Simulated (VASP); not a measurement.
Here is a VASP 6.6.1 calculation.

File INCAR:

```
PREC = Accurate ; ENCUT = 520
EDIFF = 1E-7 ; ISMEAR = 0
SIGMA = 0.01 ; LREAL = False
LASPH = True ; NELM = 60
ALGO = Normal ; ISIF = 2
LWAVE = False ; LCHARG = False
GGA = PE ; NBANDS = 19
```

KPOINTS

```
regular mesh
0
Gamma
  6 6 6
```

The input POSCAR:

```
SrCl2
1.0
    0.0000000000      3.5882355540      3.5882355540
    3.5882355540      0.0000000000      3.5882355540
    3.5882355540      3.5882355540      0.0000000000
Sr Cl
1 2
Direct
    0.0000000000      0.0000000000      0.0000000000
    0.2500000000      0.2500000000      0.2500000000
    0.7500000000      0.7500000000      0.7500000000
```

Potentials or basis: VASP PAW PBE potentials, release 64 (Sr_sv, Cl).

Run with:

```sh
$ cat potpaw_PBE.64/Sr_sv/POTCAR potpaw_PBE.64/Cl/POTCAR > POTCAR
$ mpirun -np 1 vasp_std > vasp.out
```

Task: Estimate the pressure.

Result: -1.6 GPa.

Task: Predict the band gap on the k mesh.

Result: 5.02 eV (least direct gap 5.32 eV).

A k mesh can miss the band edges. As with any semilocal functional, this PBE gap is likely too small.
